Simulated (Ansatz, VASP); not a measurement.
**One calculation of TaSi2, two programs**

```
CELL_PARAMETERS angstrom
4.76136 0.00000 0.00000
-2.38068 4.12346 0.00000
0.00000 0.00000 6.55812
ATOMIC_POSITIONS crystal
Ta 0.36516 0.00000 0.93474
Ta 0.50000 0.50000 0.66667
Ta 0.00000 0.50000 0.33333
Si 0.15926 0.31852 0.00000
Si 0.84074 0.15926 0.66667
Si 0.68148 0.84074 0.33333
Si 0.84074 0.68148 0.00000
Si 0.15926 0.84074 0.66667
Si 0.31852 0.15926 0.33333
```

Alike in both runs: task single point; functional PBEsol; k mesh 9 × 9 × 6; occupations gaussian, width 0.15 eV; no spin polarisation.

|  | VASP | Ansatz |
| --- | --- | --- |
| version | VASP 6.6.1 | Ansatz 0.2.0 |
| potentials or method | VASP PAW PBE potentials, release 64 (Ta_pv, Si), cutoff 520 eV | scalar-relativistic, plane waves, PAW |
| valence electrons in the cell | 57 | 63 |

```csv
,VASP,Ansatz,Ansatz less VASP
gap on the k mesh at the Fermi level (eV),none,none,-
pressure (GPa),21.1,20.8,-0.30
"traceless stress, the component that is largest in VASP (GPa)",10.03,10.01,-0.018
rms of the force components (eV/Å),5.033,5.011,-0.0214
```

VASP's potentials were made for PBE, not for PBEsol, and Ansatz warns of the same on its side. Atom by atom the forces differ by 0.022 eV/Å (rms over components). A gap of «none» marks a metal or a gap that the smearing closes. VASP's potentials hold 57 valence electrons a cell and Ansatz's 63, so a difference there can come from the potentials and not from the codes.

Spin-orbit coupling is off throughout.
